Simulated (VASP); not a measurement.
# Os (Fm-3m) in VASP: a series of runs, part 3 of 3

VASP 6.6.1. The steps go on from the part before.

## 5. Single point, BLYP

Input file INCAR:

```
SYSTEM = Os
PREC = Accurate
ENCUT = 600
EDIFF = 1E-6
ISMEAR = 0
SIGMA = 0.1
LREAL = .False.
LASPH = .True.
NELM = 120
ALGO = Normal
ISIF = 2
LWAVE = .False.
LCHARG = .False.
GGA = B5
ALDAX = 1.0
AGGAX = 1.0
AGGAC = 1.0
ALDAC = 0.0
ISYM = 0
NBANDS = 10
GGA_COMPAT = .False.
```

Input file KPOINTS:

```
Automatic mesh
0
Gamma
  10 3 4
  0 0 0
```

Input file POSCAR:

```
Os
1.0
    0.0000000000      1.9220413878      1.9220413878
    1.9220413878      0.0000000000      1.9220413878
    1.9220413878      1.9220413878      0.0000000000
Os
1
Direct
    0.0000000000      0.0000000000      0.0000000000
```

Potentials or basis: VASP PAW PBE potentials, release 64 (Os).

The run is started by

```bash
$ cat potpaw_PBE.64/Os/POTCAR > POTCAR
$ mpirun -np 1 vasp_std > vasp.out
```

OUTCAR:

```text
SYSTEM = Os
   PREC = Accurate
   ENCUT = 600
   EDIFF = 1E-6
   ISMEAR = 0
   LREAL = .False.
   LASPH = .True.
   NELM = 120
   ISIF = 2
   GGA = B5
   ISYM = 0

 ion  position               nearest neighbor table
   1  0.000  0.000  0.000-

IMPORTANT INFORMATION: All symmetrisations will be switched off!
NOSYMM: (Re-)initialisation of all symmetry stuff for point group C_1.

----------------------------------------------------------------------------------------

                                     Primitive cell

  volume of cell :      14.2010

  direct lattice vectors                    reciprocal lattice vectors
     0.000000000  1.922041388  1.922041388    -0.260140080  0.260140080  0.260140080
     1.922041388  0.000000000  1.922041388     0.260140080 -0.260140080  0.260140080
     1.922041388  1.922041388  0.000000000     0.260140080  0.260140080 -0.260140080

  length of vectors
     2.718176998  2.718176998  2.718176998     0.450575835  0.450575835  0.450575835

  position of ions in fractional coordinates (direct lattice)
     0.000000000  0.000000000  0.000000000

  ion indices of the primitive-cell ions
   primitive index   ion index
                 1           1

----------------------------------------------------------------------------------------

 KPOINTS: Automatic mesh

Automatic generation of k-mesh.
 Grid dimensions read from file:
 generate k-points for:   10    3    4

 Generating k-lattice:

  Cartesian coordinates                     Fractional coordinates (reciprocal lattice)
    -0.026014008  0.026014008  0.026014008     0.100000000  0.000000000  0.000000000
     0.086713360 -0.086713360  0.086713360     0.000000000  0.333333333  0.000000000
     0.065035020  0.065035020 -0.065035020     0.000000000  0.000000000  0.250000000

  Length of vectors
     0.045057584  0.150191945  0.112643959

  Shift w.r.t. Gamma in fractional coordinates (k-lattice)
     0.000000000  0.000000000  0.000000000

 -----------------------------------------------------------------------------
|                                                                             |
|           W    W    AA    RRRRR   N    N  II  N    N   GGGG   !!!           |
|           W    W   A  A   R    R  NN   N  II  NN   N  G    G  !!!           |
|           W    W  A    A  R    R  N N  N  II  N N  N  G       !!!           |
|           W WW W  AAAAAA  RRRRR   N  N N  II  N  N N  G  GGG   !            |
|           WW  WW  A    A  R   R   N   NN  II  N   NN  G    G                |
|           W    W  A    A  R    R  N    N  II  N    N   GGGG   !!!           |
|                                                                             |
|     Your reciprocal lattice and k-lattice belong to different lattice       |
|     classes:                                                                |
|                                                                             |
|        The reciprocal lattice is body-centered cubic,                       |
|        whereas your k-lattice is triclinic.                                 |
|                                                                             |
|     Results are often still useful ...                                      |
|                                                                             |
 -----------------------------------------------------------------------------

 WARNING: IBZKPT: internal override: KBLOWUP is changed to .FALSE.
      ... skipping the blow-up phase ...

 Subroutine IBZKPT returns following result:
 ===========================================

 Found     62 irreducible k-points:

 Following reciprocal coordinates:
            Coordinates               Weight
  0.000000  0.000000  0.000000      1.000000
  0.100000  0.000000  0.000000      2.000000
  0.200000  0.000000  0.000000      2.000000
  0.300000  0.000000  0.000000      2.000000
  0.400000  0.000000  0.000000      2.000000
  0.500000  0.000000  0.000000      1.000000
[... 16 lines left out ...]
 -0.400000  0.000000  0.250000      2.000000
 -0.300000  0.000000  0.250000      2.000000
 [... further k-points ...]
   k-points           NKPTS =     62   k-points in BZ     NKDIM =     62   number of bands    NBANDS=     10
   number of dos      NEDOS =    301   number of ions     NIONS =      1
   total plane-waves  NPLWV =  13824
   dimension x,y,z NGX =    24 NGY =   24 NGZ =   24
   dimension x,y,z NGXF=    48 NGYF=   48 NGZF=   48
   ions per type =               1
   NGX,Y,Z   is equivalent  to a cutoff of  14.68, 14.68, 14.68 a.u.
   NGXF,Y,Z  is equivalent  to a cutoff of  29.36, 29.36, 29.36 a.u.
 SYSTEM =  Os
   PREC   = accura    normal or accurate (medium, high low for compatibility)
   ISTART =      0    job   : 0-new  1-cont  2-samecut
   ICHARG =      2    charge: 1-file 2-atom 10-const
   ISPIN  =      1    spin polarized calculation?
   LNONCOLLINEAR =      F non collinear calculations
   LSORBIT =      F    spin-orbit coupling
   LASPH  =      T    aspherical Exc in radial PAW
   ENCUT  =  600.0 eV  44.10 Ry    6.64 a.u.   5.43  5.43  5.43*2*pi/ulx,y,z
   NELM   =    120;   NELMIN=  2; NELMDL= -5     # of ELM steps
   EDIFF  = 0.1E-05   stopping-criterion for ELM
   LREAL  =      F    real-space projection
   EDIFFG = 0.1E-04   stopping-criterion for IOM
   NSW    =      0    number of steps for IOM
   IBRION =     -1    ionic relax: 0-MD 1-quasi-New 2-CG
   NFREE  =      0    steps in history (QN), initial steepest desc. (CG)
   ISIF   =      2    stress and relaxation
   ISYM   =      0    0-nonsym 1-usesym 2-fastsym
   POTIM  = 0.5000    time-step for ionic-motion
   TEBEG  =    0.0;   TEEND  =   0.0 temperature during run
   PSTRESS=    0.0 pullay stress
   NELECT =       8.0000    total number of electrons
   NUPDOWN=      -1.0000    fix difference up-down
   EMIN   =  10.00;   EMAX   =-10.00  energy-range for DOS
   EFERMI =   0.00;   METHOD = LEGACY
   ISMEAR =     0;   SIGMA  =   0.10  broadening in eV -4-tet -1-fermi 0-gaus
   EFERMI_NEDOS =   21; number of points for ismear=-14 and -15
   IALGO  =     38    algorithm
   IMIX   =      4    mixing-type and parameters
     AMIX     =   0.40;   BMIX     =  1.00
     AMIX_MAG =   1.60;   BMIX_MAG =  1.00
  volume/ion in A,a.u.               =      14.20        95.83
  Fermi-wavevector in a.u.,A,eV,Ry     =   1.352069  2.555039 24.872671  1.828090
  Thomas-Fermi vector in A             =   2.479438
   LORBIT       =      0    0 simple, 1 ext, 2 COOP (PROOUT), +10 PAW based schemes
   GGA     = B5    functional components
   LHFCALC =     F    Hartree Fock is set to
   AEXX    =    0.0000 exact exchange contribution
   IVDW    =     0    specifies the selected vdW correction
   LEPSILON=     F    determine dielectric tensor
   LRPA    =     F    only Hartree local field effects (RPA)
 non-spin polarized calculation
 Gauss-broadening in eV      SIGMA  =   0.10
  energy-cutoff  :      600.00
  volume of cell :       14.20
 maximum number of plane-waves:       495
 NGX is ok and might be reduce to    24
   NGX = 11   NGY = 11   NGZ = 11

 number of electron       8.0000000 magnetization

 Free energy of the ion-electron system (eV)
  ---------------------------------------------------
  ext. energy  EPLUGINS =         0.00000000
  ---------------------------------------------------
  free energy    TOTEN  =        -9.24950146 eV

  energy without entropy =       -9.24518415  energy(sigma->0) =       -9.24734280

 E-fermi :   9.8268     XC(G=0): -13.2563

 val. band max:        9.7908819883   @ k =  -0.2000   0.3333   0.2500
 cond. band min:       9.8452648489   @ k =   0.5000   0.0000   0.0000
 fundamental gap:      0.0543828606
 Fermi energy:         9.8268249074

 k-point     1 :       0.0000    0.0000    0.0000
  band No.  band energies     occupation
      1      -0.7625      2.00000
      2       6.7401      2.00000
      3       6.7747      2.00000
      4       6.8107      2.00000
      5       9.7399      1.78088
      6       9.7752      1.53497
      7      24.2520      0.00000
      8      29.8787      0.00000
      9      29.9247      0.00000
     10      29.9709      0.00000
[... 287 lines left out ...]
 k-point    24 :      -0.3000    0.0000    0.2500
  band No.  band energies     occupation
      1       4.2259      2.00000
      2       5.6526      2.00000
      3       6.0560      2.00000
      4       8.3902      2.00000
      5      10.1321      0.00002
      6      14.7972      0.00000
      7      21.6392      0.00000
      8      24.7606      0.00000
      9      28.4224      0.00000
     10      32.3190      0.00000

 [... further k-points ...]

------------------------ aborting loop because EDIFF is reached ----------------------------------------

  FORCE on cell =-STRESS in cart. coord.  units (eV):
  Direction    XX          YY          ZZ          XY          YZ          ZX
  --------------------------------------------------------------------------------------
  -------------------------------------------------------------------------------------
  Total        3.0403814      0.8177439      3.6529952      0.0663843     -0.2904175      1.0917884
  in kB      343.0207970     92.2591987    412.1368800      7.4895901    -32.7653725    123.1773541
  external PRESSURE =     282.4722919 kB  Pullay stress =       0.0000000 kB

 VOLUME and BASIS-vectors are now :
 -----------------------------------------------------------------------------
  energy-cutoff  :      600.00
  volume of cell :       14.20
      direct lattice vectors                 reciprocal lattice vectors
     0.000000000  1.922041388  1.922041388    -0.260140080  0.260140080  0.260140080
     1.922041388  0.000000000  1.922041388     0.260140080 -0.260140080  0.260140080
     1.922041388  1.922041388  0.000000000     0.260140080  0.260140080 -0.260140080

 POSITION                                       TOTAL-FORCE (eV/Angst)
 -----------------------------------------------------------------------------------
      0.00000      0.00000      0.00000        -0.000001      0.000001     -0.000001
 -----------------------------------------------------------------------------------
    total drift:                               -0.000001      0.000001     -0.000001

  FREE ENERGIE OF THE ION-ELECTRON SYSTEM (eV)
  ---------------------------------------------------
  free  energy   TOTEN  =        -9.2495014581 eV

  energy  without entropy=       -9.2451841468  energy(sigma->0) =       -9.24734280
```

OSZICAR:

```text
N       E                     dE             d eps       ncg     rms          rms(c)
DAV:   1     0.429462721265E+02    0.42946E+02   -0.45637E+03  1248   0.842E+02
DAV:   2    -0.858694613386E+01   -0.51533E+02   -0.48716E+02  1276   0.211E+02
DAV:   3    -0.986826073146E+01   -0.12813E+01   -0.12710E+01  1456   0.315E+01
DAV:   4    -0.987189650529E+01   -0.36358E-02   -0.36350E-02  1358   0.183E+00
DAV:   5    -0.987190965253E+01   -0.13147E-04   -0.13147E-04  1384   0.102E-01    0.166E+01
DAV:   6    -0.938592519863E+01    0.48598E+00   -0.51442E-01  1456   0.599E+00    0.757E+00
DAV:   7    -0.925321339819E+01    0.13271E+00   -0.33284E-01  1550   0.456E+00    0.649E-01
DAV:   8    -0.925206841107E+01    0.11450E-02   -0.14844E-03  1304   0.316E-01    0.586E-01
DAV:   9    -0.924950128546E+01    0.25671E-02   -0.20526E-03  1378   0.457E-01    0.401E-02
DAV:  10    -0.924951119390E+01   -0.99084E-05   -0.73523E-05  1466   0.754E-02    0.267E-02
DAV:  11    -0.924950213680E+01    0.90571E-05   -0.38736E-06  1344   0.223E-02    0.870E-03
DAV:  12    -0.924950145807E+01    0.67873E-06   -0.31580E-07   678   0.432E-03
   1 F= -.92495015E+01 E0= -.92473428E+01  d E =-.431731E-02
```

stdout:

```text
POSCAR found type information on POSCAR Os
 POSCAR found :  1 types and       1 ions
 scaLAPACK will be used
 -----------------------------------------------------------------------------
|                                                                             |
|                                                                             |
[... 21 lines left out ...]
|     Results are often still useful ...                                      |
|                                                                             |
 -----------------------------------------------------------------------------

 POSCAR, INCAR and KPOINTS ok, starting setup
 FFT: planning ... GRIDC
 FFT: planning ... GRID_SOFT
 FFT: planning ... GRID
 WAVECAR not read
 entering main loop
```

It took 16 s on 1 thread of AMD EPYC 9R45 (Zen 5), shared host; peak memory 0.11 GiB.

The run converged, but its numbers aren't listed here, since they failed a check.

Caveat: the k points lie up to 0.80 Å⁻¹ apart, too coarse for converged energies and pressures of a metal; the PAW data sets were made with another functional, which shifts forces and pressure a little; spin-orbit coupling is left out, which moves the levels of the heavy elements.

## 6. The runs side by side

| level | k mesh | cutoff (eV) | smearing | gap on the mesh (eV) | pressure (GPa) |
| --- | --- | --- | --- | --- | --- |
| PBE | 10 × 10 × 10 | 600 | tetrahedron | none | 5.6 |
| PBE | 10 × 10 × 10 | 600 | methfessel-paxton 0.1 eV | none | 4.3 |
| r2SCAN | 6 × 6 × 6 | 660 | gaussian 0.1 eV | none | -1.5 |

Alike in all rows: task single point; potentials or basis VASP PAW PBE potentials, release 64 (Os); no spin polarisation; cell as given.

Caveats: some runs use coarse meshes; spin-orbit coupling is left out, which moves the levels of the heavy elements; the cell stands under pressure (at least some runs); the PAW data sets were made with another functional, which shifts forces and pressure a little (at least some runs).

Total energies depend on the potentials used, so only differences within one code and one set of settings carry meaning.
